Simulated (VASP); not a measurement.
Runs of VASP 6.6.1 on Na. The structure is that of space group Fm-3m (No. 225), or close to it. The cells are those of the table. This isn't the form of Na at room conditions, which is bcc.

```csv
task,cell,gap on the mesh (eV),pressure (GPa)
single point,"a = 3.146 Å, angles 60.0°, 1 atom",none,(a)
single point,"a = 3.321 Å, angles 60.0°, 1 atom",none,4.9
single point,"a = 2.948 Å, angles 60.0°, 1 atom",none,19.9
relaxation of cell and atoms,"relaxed to 5 GPa from a = 3.811 Å, angles 60.0°, 1 atom",none,5.0
single point,"a = 3.718 Å, angles 60.0°, 1 atom",none,0.0
relaxation of cell and atoms,"relaxed to 10 GPa from a = 3.811 Å, angles 60.0°, 1 atom",none,10.0
relaxation of cell and atoms,"relaxed from a = 3.811 Å, angles 60.0°, 1 atom",none,0.0
relaxation of cell and atoms,"relaxed to 20 GPa from a = 3.811 Å, angles 60.0°, 1 atom",none,20.0
```

Alike in all rows: level PBEsol; potentials or basis VASP PAW PBE potentials, release 64 (Na_pv); no spin polarisation; k mesh 13 × 13 × 13; cutoff (eV) 500; smearing methfessel-paxton 0.1 eV.

Question: Fill in the values left out.

Answer: (a) 9.9.

Caveats: the PAW data sets were made with another functional, which shifts forces and pressure a little; the cell stands under pressure (at least some runs); the cell is relaxed towards a set pressure, so the run minimises the enthalpy, not the energy (at least some runs).

A gap of «none» marks levels without a gap at the run's occupations.
